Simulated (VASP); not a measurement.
# Rb (Fd-3m) in VASP: notebook

Runs on Rb. Level: PBEsol. Tasks: relaxation of cell and atoms.

Program: VASP 6.6.1. These are calculated values, not measurements. Logs are shortened: lines on timing, memory, paths and dates and some standing lists are left out, and cuts for length are marked.

## (1) The cell of the first run

Symmetry: Fd-3m, No. 227, cubic system. Conventional cell: a = 8.109 Å, b = 8.109 Å, c = 8.109 Å, α = 90.00°, β = 90.00°, γ = 90.00°. Rb (site symmetry -43m) has 4 Rb at 3.51 Å within 4.6 Å.

This isn't the form of Rb at room conditions, which is bcc.

## (2) Relaxation of cell and atoms, PBEsol, target pressure 2 GPa, at which the enthalpy is minimised

Input file INCAR:

```
ALGO     = Normal         # electronic algorithm
EDIFF    = 1E-6           # SCF threshold, eV
EDIFFG   = -0.005         # ionic threshold
ENCUT    = 600            # plane-wave cutoff, eV
GGA      = PS             # functional
IBRION   = 2              # ionic algorithm
ISIF     = 3              # what is computed and relaxed
ISMEAR   = -1             # smearing method
LASPH    = True           # aspherical terms in the spheres
LCHARG   = False          # write CHGCAR
LREAL    = False          # projectors in reciprocal space
LWAVE    = False          # write WAVECAR
NELM     = 80             # most SCF steps
NSW      = 32             # ionic steps
PREC     = Accurate       # precision mode
PSTRESS  = 20.0         
SIGMA    = 0.05           # smearing width, eV
```

Input file KPOINTS:

```
k-points
0
Gamma
  8 8 8
```

Input file POSCAR:

```
Rb
1.0
    0.0000000000      4.0546314088      4.0546314088
    4.0546314088      0.0000000000      4.0546314088
    4.0546314088      4.0546314088      0.0000000000
Rb
2
Direct
   -0.1250000000     -0.1250000000     -0.1250000000
    0.1250000000      0.1250000000      0.1250000000
```

Potentials or basis: VASP PAW PBE potentials, release 64 (Rb_sv).

Launch:

```console
$ cat potpaw_PBE.64/Rb_sv/POTCAR > POTCAR
$ mpirun -np 1 vasp_std > vasp.out
```

OUTCAR:

```text
EDIFF = 1E-6
   EDIFFG = -0.005
   ENCUT = 600
   GGA = PS
   IBRION = 2
   ISIF = 3
   ISMEAR = -1
   LASPH = True
   LREAL = False
   NELM = 80
   NSW = 32
   PREC = Accurate
   PSTRESS = 20.0

 ion  position               nearest neighbor table
   1  0.875  0.875  0.875-   2 3.51   2 3.51   2 3.51   2 3.51
   2  0.125  0.125  0.125-   1 3.51   1 3.51   1 3.51   1 3.51

  LATTYP: Found a face centered cubic cell.
 ALAT       =     8.1092628176

  Lattice vectors:

 A1 = (   0.0000000000,   4.0546314088,   4.0546314088)
 A2 = (   4.0546314088,   0.0000000000,   4.0546314088)
 A3 = (   4.0546314088,   4.0546314088,   0.0000000000)

Analysis of symmetry for initial positions (statically):
=====================================================================
 Subroutine PRICEL returns:
 Original cell was already a primitive cell.

 Routine SETGRP: Setting up the symmetry group for a
 face centered cubic supercell.

 Subroutine GETGRP returns: Found 48 space group operations
 (whereof 12 operations were pure point group operations)
 out of a pool of 48 trial point group operations.

The static configuration has the point symmetry D_3d.
 The point group associated with its full space group is O_h .

Analysis of symmetry for dynamics (positions and initial velocities):
=====================================================================
 Subroutine PRICEL returns:
 Original cell was already a primitive cell.

 Routine SETGRP: Setting up the symmetry group for a
 face centered cubic supercell.

 Subroutine GETGRP returns: Found 48 space group operations
 (whereof 12 operations were pure point group operations)
 out of a pool of 48 trial point group operations.

The dynamic configuration has the point symmetry D_3d.
 The point group associated with its full space group is O_h .

 Subroutine INISYM returns: Found 48 space group operations
 (whereof 12 operations are pure point group operations),
 and found     1 'primitive' translations

----------------------------------------------------------------------------------------

                                     Primitive cell

  volume of cell :     133.3166

  direct lattice vectors                    reciprocal lattice vectors
     0.000000000  4.054631409  4.054631409    -0.123315771  0.123315771  0.123315771
     4.054631409  0.000000000  4.054631409     0.123315771 -0.123315771  0.123315771
     4.054631409  4.054631409  0.000000000     0.123315771  0.123315771 -0.123315771

  length of vectors
     5.734114729  5.734114729  5.734114729     0.213589181  0.213589181  0.213589181

  position of ions in fractional coordinates (direct lattice)
     0.875000000  0.875000000  0.875000000
     0.125000000  0.125000000  0.125000000

  ion indices of the primitive-cell ions
   primitive index   ion index
                 1           1
                 2           2

----------------------------------------------------------------------------------------

 KPOINTS: k-points

Automatic generation of k-mesh.
 Grid dimensions read from file:
 generate k-points for:    8    8    8

 Generating k-lattice:

  Cartesian coordinates                     Fractional coordinates (reciprocal lattice)
    -0.015414471  0.015414471  0.015414471     0.125000000  0.000000000  0.000000000
     0.015414471 -0.015414471  0.015414471     0.000000000  0.125000000  0.000000000
     0.015414471  0.015414471 -0.015414471     0.000000000  0.000000000  0.125000000

  Length of vectors
     0.026698648  0.026698648  0.026698648

  Shift w.r.t. Gamma in fractional coordinates (k-lattice)
     0.000000000  0.000000000  0.000000000

 Subroutine IBZKPT returns following result:
 ===========================================

 Found     29 irreducible k-points:

 Following reciprocal coordinates:
            Coordinates               Weight
  0.000000  0.000000  0.000000      1.000000
  0.125000  0.000000  0.000000      8.000000
  0.250000  0.000000  0.000000      8.000000
  0.375000  0.000000  0.000000      8.000000
  0.500000  0.000000  0.000000      4.000000
  0.125000  0.125000  0.000000      6.000000
[... 16 lines left out ...]
  0.500000  0.250000  0.125000     48.000000
 -0.375000  0.250000  0.125000     24.000000
 [... further k-points ...]
   k-points           NKPTS =     29   k-points in BZ     NKDIM =     29   number of bands    NBANDS=     13
   number of dos      NEDOS =    301   number of ions     NIONS =      2
   total plane-waves  NPLWV = 110592
   dimension x,y,z NGX =    48 NGY =   48 NGZ =   48
   dimension x,y,z NGXF=    96 NGYF=   96 NGZF=   96
   ions per type =               2
   NGX,Y,Z   is equivalent  to a cutoff of  13.92, 13.92, 13.92 a.u.
   NGXF,Y,Z  is equivalent  to a cutoff of  27.83, 27.83, 27.83 a.u.
 SYSTEM =  unknown system
   PREC   = accura    normal or accurate (medium, high low for compatibility)
   ISTART =      0    job   : 0-new  1-cont  2-samecut
   ICHARG =      2    charge: 1-file 2-atom 10-const
   ISPIN  =      1    spin polarized calculation?
   LNONCOLLINEAR =      F non collinear calculations
   LSORBIT =      F    spin-orbit coupling
   LASPH  =      T    aspherical Exc in radial PAW
   ENCUT  =  600.0 eV  44.10 Ry    6.64 a.u.  11.45 11.45 11.45*2*pi/ulx,y,z
   NELM   =     80;   NELMIN=  2; NELMDL= -5     # of ELM steps
   EDIFF  = 0.1E-05   stopping-criterion for ELM
   LREAL  =      F    real-space projection
   EDIFFG = -.5E-02   stopping-criterion for IOM
   NSW    =     32    number of steps for IOM
   IBRION =      2    ionic relax: 0-MD 1-quasi-New 2-CG
   NFREE  =      1    steps in history (QN), initial steepest desc. (CG)
   ISIF   =      3    stress and relaxation
   ISYM   =      2    0-nonsym 1-usesym 2-fastsym
   POTIM  = 0.5000    time-step for ionic-motion
   TEBEG  =    0.0;   TEEND  =   0.0 temperature during run
   PSTRESS=   20.0 pullay stress
   NELECT =      18.0000    total number of electrons
   NUPDOWN=      -1.0000    fix difference up-down
   EMIN   =  10.00;   EMAX   =-10.00  energy-range for DOS
   EFERMI =   0.00;   METHOD = LEGACY
   ISMEAR =    -1;   SIGMA  =   0.05  broadening in eV -4-tet -1-fermi 0-gaus
   EFERMI_NEDOS =   21; number of points for ismear=-14 and -15
   IALGO  =     38    algorithm
   IMIX   =      4    mixing-type and parameters
     AMIX     =   0.40;   BMIX     =  1.00
     AMIX_MAG =   1.60;   BMIX_MAG =  1.00
  volume/ion in A,a.u.               =      66.66       449.83
  Fermi-wavevector in a.u.,A,eV,Ry     =   0.839855  1.587096  9.596956  0.705356
  Thomas-Fermi vector in A             =   1.954142
   LORBIT       =      0    0 simple, 1 ext, 2 COOP (PROOUT), +10 PAW based schemes
   GGA     = PS    functional components
   LHFCALC =     F    Hartree Fock is set to
   AEXX    =    0.0000 exact exchange contribution
   IVDW    =     0    specifies the selected vdW correction
   LEPSILON=     F    determine dielectric tensor
   LRPA    =     F    only Hartree local field effects (RPA)
 conjugate gradient relaxation of ions
 non-spin polarized calculation
  energy-cutoff  :      600.00
  volume of cell :      133.32
 maximum number of plane-waves:      4520
 NGX is ok and might be reduce to    48
   NGX = 23   NGY = 23   NGZ = 23

 number of electron      18.0000000 magnetization

 Free energy of the ion-electron system (eV)
  ---------------------------------------------------
  ext. energy  EPLUGINS =         0.00000000
  ---------------------------------------------------
  free energy    TOTEN  =        -0.98626349 eV

  energy without entropy =       -0.97031628  energy(sigma->0) =       -0.97828988

 E-fermi :   0.8142     XC(G=0):  -6.3456

 val. band max:        0.7459881285   @ k =  -0.3750   0.3750   0.1250
 cond. band min:       0.8297607034   @ k =   0.5000   0.1250   0.0000
 fundamental gap:      0.0837725749
 Fermi energy:         0.8142410546

 k-point     1 :       0.0000    0.0000    0.0000
  band No.  band energies     occupation
      1     -28.8053      2.00000
      2     -28.5879      2.00000
      3     -13.0839      2.00000
      4     -13.0839      2.00000
      5     -13.0839      2.00000
      6     -12.5559      2.00000
      7     -12.5559      2.00000
      8     -12.5559      2.00000
      9      -1.5358      2.00000
     10       2.8682      0.00000
     11       2.8682      0.00000
     12       3.3024      0.00000
     13       3.3024      0.00000

 k-point     2 :       0.1250    0.0000    0.0000
  band No.  band energies     occupation
      1     -28.7992      2.00000
      2     -28.5941      2.00000
      3     -13.0954      2.00000
      4     -13.0954      2.00000
      5     -13.0872      2.00000
      6     -12.5563      2.00000
      7     -12.5437      2.00000
      8     -12.5437      2.00000
      9      -1.3884      2.00000
     10       2.6933      0.00000
     11       2.6933      0.00000
     12       3.0814      0.00000
     13       3.5869      0.00000

 k-point     3 :       0.2500    0.0000    0.0000
  band No.  band energies     occupation
      1     -28.7828      2.00000
      2     -28.6110      2.00000
      3     -13.1212      2.00000
      4     -13.1212      2.00000
      5     -13.0965      2.00000
      6     -12.5555      2.00000
      7     -12.5162      2.00000
      8     -12.5162      2.00000
      9      -0.9686      2.00000
     10       2.3004      0.00000
     11       2.5158      0.00000
     12       2.5158      0.00000
     13       3.3611      0.00000
[... 305 lines left out ...]
 k-point    23 :       0.5000    0.2500    0.1250
  band No.  band energies     occupation
      1     -28.7474      2.00000
      2     -28.6470      2.00000
      3     -13.2141      2.00000
      4     -13.1727      2.00000
      5     -12.9991      2.00000
      6     -12.6579      2.00000
      7     -12.4622      2.00000
      8     -12.4278      2.00000
      9      -0.0122      2.00000
     10       1.3833      0.00002
     11       1.9266      0.00000
     12       2.5994      0.00000
     13       3.2475      0.00000

 k-point    24 :      -0.3750    0.2500    0.1250
  band No.  band energies     occupation
      1     -28.7357      2.00000
      2     -28.6589      2.00000
      3     -13.2259      2.00000
      4     -13.1821      2.00000
      5     -12.9876      2.00000
      6     -12.6696      2.00000
      7     -12.4522      2.00000
      8     -12.4178      2.00000
      9       0.6636      1.90628
     10       0.7118      1.77174
     11       1.8725      0.00000
     12       2.5830      0.00000
     13       3.1214      0.00000

 [... further k-points ...]
[... 5 lines left out ...]
  --------------------------------------------------------------------------------------
  -------------------------------------------------------------------------------------
  Total        1.6733085      1.6733085      1.6733085     -0.0000000      0.0000000      0.0000000
  in kB       20.1095556     20.1095556     20.1095556     -0.0000000      0.0000000      0.0000000
  external PRESSURE =       0.1095556 kB  Pullay stress =      20.0000000 kB

 VOLUME and BASIS-vectors are now :
 -----------------------------------------------------------------------------
  energy-cutoff  :      600.00
  volume of cell :      133.32
      direct lattice vectors                 reciprocal lattice vectors
     0.000000000  4.054631409  4.054631409    -0.123315771  0.123315771  0.123315771
     4.054631409  0.000000000  4.054631409     0.123315771 -0.123315771  0.123315771
     4.054631409  4.054631409  0.000000000     0.123315771  0.123315771 -0.123315771

 POSITION                                       TOTAL-FORCE (eV/Angst)
 -----------------------------------------------------------------------------------
      7.09560      7.09560      7.09560        -0.000000     -0.000000     -0.000000
      1.01366      1.01366      1.01366         0.000000      0.000000      0.000000
 -----------------------------------------------------------------------------------
    total drift:                                0.000000      0.000000      0.000000

  FREE ENERGIE OF THE ION-ELECTRON SYSTEM (eV)
  ---------------------------------------------------
  free  energy   TOTEN  =        -0.9862634871 eV

  energy  without entropy=       -0.9703162805  energy(sigma->0) =       -0.97828988

  enthalpy is  TOTEN    =         0.6779289720 eV   P V=        1.6641924590

 reached required accuracy - stopping structural energy minimisation
```

It took 90 s on 1 thread of Oxide Virtual Turin-like, shared host; peak memory 0.28 GiB.

What came out:

| Quantity | Value |
| --- | --- |
| Free energy | -0.9863 eV |
| Pressure after relaxing | 2.0 GPa |
| Band gap on the k mesh | zero (bands 9 and 10 overlap by 0.37 eV) |

Final structure:
```
CELL_PARAMETERS angstrom
0.00000 4.05463 4.05463
4.05463 0.00000 4.05463
4.05463 4.05463 0.00000
ATOMIC_POSITIONS crystal
Rb 0.87500 0.87500 0.87500
Rb 0.12500 0.12500 0.12500
```

Caveat: the relaxation stopped at its first step, so nothing moved; the cell is relaxed towards a set pressure, so the run minimises the enthalpy, not the energy; the PAW data sets were made with another functional, which shifts forces and pressure a little.

## (3) Relaxation of cell and atoms, PBEsol, target pressure 2 GPa, at which the enthalpy is minimised

This run uses another cell than the first one, of 67.43 Å³/atom.

Input file INCAR:

```
SYSTEM = Rb
  PREC = Accurate
  ENCUT = 600
  EDIFF = 1E-7
  ISMEAR = -1
  SIGMA = 0.05
  LREAL = .FALSE.
  LASPH = .TRUE.
  NELM = 100
  ALGO = Normal
  ISIF = 3
  LWAVE = .FALSE.
  LCHARG = .FALSE.
  GGA = PS
  IBRION = 2
  NSW = 60
  EDIFFG = -0.005
  PSTRESS = 20.0
```

Input file KPOINTS:

```
regular mesh
0
G
  8 8 8
  0 0 0
```

Input file POSCAR:

```
Rb
1.0
    0.0000000000      4.0701622523      4.0701622523
    4.0701622523      0.0000000000      4.0701622523
    4.0701622523      4.0701622523      0.0000000000
Rb
2
Direct
   -0.1250000000     -0.1250000000     -0.1250000000
    0.1250000000      0.1250000000      0.1250000000
```

Potentials or basis: VASP PAW PBE potentials, release 64 (Rb_sv).

Launch:

```console
$ cat potpaw_PBE.64/Rb_sv/POTCAR > POTCAR
$ mpirun -np 1 vasp_std > vasp.out
```

It took 3.7 min on 1 thread of Oxide Virtual Turin-like, shared host; peak memory 0.32 GiB.

The run converged. Its results:

| Property | Result |
| --- | --- |
| Free energy | -0.9887 eV |
| Relaxed volume | 66.76 Å³/atom |
| Relaxed cell | a = 5.737 Å, b = 5.737 Å, c = 5.737 Å, α = 60.00°, β = 60.00°, γ = 60.00° |
| Space group after relaxing (to 0.1 Å) | Fd-3m (No. 227) |
| Energy change on relaxing (the run minimises the enthalpy) | +8.3 meV/atom |
| Ionic steps | 3 |
| Pressure after relaxing | 2.0 GPa |
| Band gap on the k mesh | zero (bands 9 and 10 overlap by 0.37 eV) |

The path:
```csv
step,energy change (eV),largest force (eV/Å),pressure (GPa),volume (Å³)
1,0.0000,0.0000,1.94,134.85
2,0.0058,0.0000,1.96,134.38
3,0.0165,0.0000,2.00,133.51
```

Final structure:
```
Rb
1.0
     0.00000    4.05661    4.05661
     4.05661    0.00000    4.05661
     4.05661    4.05661    0.00000
Rb
2
Direct
  0.87500 0.87500 0.87500
  0.12500 0.12500 0.12500
```

Levels at points of the mesh, in eV from the Fermi level:
```csv
k point,band 7,band 8,band 9,band 10,band 11,band 12
"(0.00, 0.00, 0.00)",-13.37,-13.37,-2.35,2.05,2.05,2.49
"(0.50, 0.00, 0.00)",-13.30,-13.30,-0.53,-0.18,1.60,1.60
"(0.50, 0.50, 0.00)",-13.22,-13.22,0.03,0.03,1.37,1.37
```

Caveat: the cell is relaxed towards a set pressure, so the run minimises the enthalpy, not the energy; the PAW data sets were made with another functional, which shifts forces and pressure a little.

The gap in the log of VASP goes by the Fermi energy; the results here count the filled bands.